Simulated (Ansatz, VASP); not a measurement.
# Two plane-wave programs on CdSe

The input INCAR:

```
  PREC = Accurate
  ENCUT = 520
  EDIFF = 1E-6
  ISMEAR = 0
  SIGMA = 0.02
  LREAL = False
  LASPH = True
  NELM = 80
  ALGO = Normal
  ISIF = 2
  LWAVE = False
  LCHARG = False
  GGA = PE
  NBANDS = 16
```

Contents of KPOINTS:

```
regular mesh
0
Gamma
  10 10 10
```

POSCAR

```
CdSe
1.0
    0.0000000000      3.1591832838      3.1591832838
    3.1591832838      0.0000000000      3.1591832838
    3.1591832838      3.1591832838      0.0000000000
Cd Se
1 1
Direct
    0.0000000000      0.0000000000      0.0000000000
    0.2500000000      0.2500000000      0.2500000000
```

Input for Ansatz:

```yaml
crystal:
  lattice:
    - [0.0, 3.1591832838, 3.1591832838]
    - [3.1591832838, 0.0, 3.1591832838]
    - [3.1591832838, 3.1591832838, 0.0]
  atoms:
    - { symbol: Cd, position: [0.0, 0.0, 0.0] }
    - { symbol: Se, position: [0.25, 0.25, 0.25] }
basis:
  ecutwfc: 420
kpoints:
  mp_grid: { grid: [10, 10, 10] }
hamiltonian:
  xc: pbe
scf:
  occupations: { method: gaussian, width: 0.02 }
output:
  forces: true
  stress: true
  eigenvalues: true
```

Alike in both runs: task single point; functional PBE; k mesh 10 × 10 × 10; occupations gaussian, width 0.02 eV; no spin polarisation.

```csv
,VASP,Ansatz
version,VASP 6.6.1,Ansatz 0.2.0
potentials or method,"VASP PAW PBE potentials, release 64 (Cd, Se), cutoff 520 eV","scalar-relativistic, plane waves, PAW"
valence electrons in the cell,18,36
```

```csv
,VASP,Ansatz,Ansatz less VASP
gap on the k mesh at the Fermi level (eV),0.37,0.37,+0.002
least direct gap on the mesh (eV),0.37,0.37,+0.002
pressure (GPa),-2.1,-2.3,-0.19
```

With one functional, cell and mesh, what is left measures potentials, basis and numerics. VASP's potentials hold 18 valence electrons a cell and Ansatz's 36, so a difference there can come from the potentials and not from the codes.
